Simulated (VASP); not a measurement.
Set up this calculation in VASP 6.6.1, as the native input.

```
Task                   : single point
Functional             : PBE
Potentials or basis    : VASP PAW PBE potentials, release 64 (Al, Si)
Cutoff                 : 520 eV
k mesh                 : 6 × 6 × 4
Occupations            : gaussian, width 0.1 eV
Spin                   : no spin polarisation
Dipole correction      : no
Further INCAR settings : ALGO = Normal; EDIFF = 1e-06; NBANDS = 20
```

The structure of AlSi5 lies in POSCAR:

```
AlSi5
1.0
    4.9164358370      0.0000000000      0.0000000000
   -2.4582179185      4.2577583309      0.0000000000
    0.0000000000      0.0000000000      4.6389238718
Al Si
1 5
Direct
    0.0000000000      0.0000000000      0.5000000000
    0.3333333333      0.6666666667      0.5000000000
    0.6666666667      0.3333333333      0.5000000000
    0.5000000000      0.0000000000      0.0000000000
    0.0000000000      0.5000000000      0.0000000000
    0.5000000000      0.5000000000      0.0000000000
```

One way to write it, as run:

INCAR

```
SYSTEM = AlSi5
  ALGO = Normal
  EDIFF = 1E-6
  ENCUT = 520
  GGA = PE
  ISIF = 2
  ISMEAR = 0
  LASPH = .True.
  LCHARG = .True.
  LELF = .True.
  LREAL = .False.
  LVHAR = .True.
  LWAVE = .False.
  NBANDS = 20
  NELM = 60
  PREC = Accurate
  SIGMA = 0.1
```

KPOINTS

```
k-points
0
Gamma
  6 6 4
  0 0 0
```

Potentials or basis: VASP PAW PBE potentials, release 64 (Al, Si).

Launch:

```console
$ cat potpaw_PBE.64/Al/POTCAR potpaw_PBE.64/Si/POTCAR > POTCAR
$ mpirun -np 1 vasp_std > vasp.out
```

Results of the run:

```
Pressure : 0.0 GPa
```

Wall time 51 s on 1 thread of AMD EPYC 7R43 64-Core Processor (Zen 3) (shared host), peak memory 0.19 GiB.
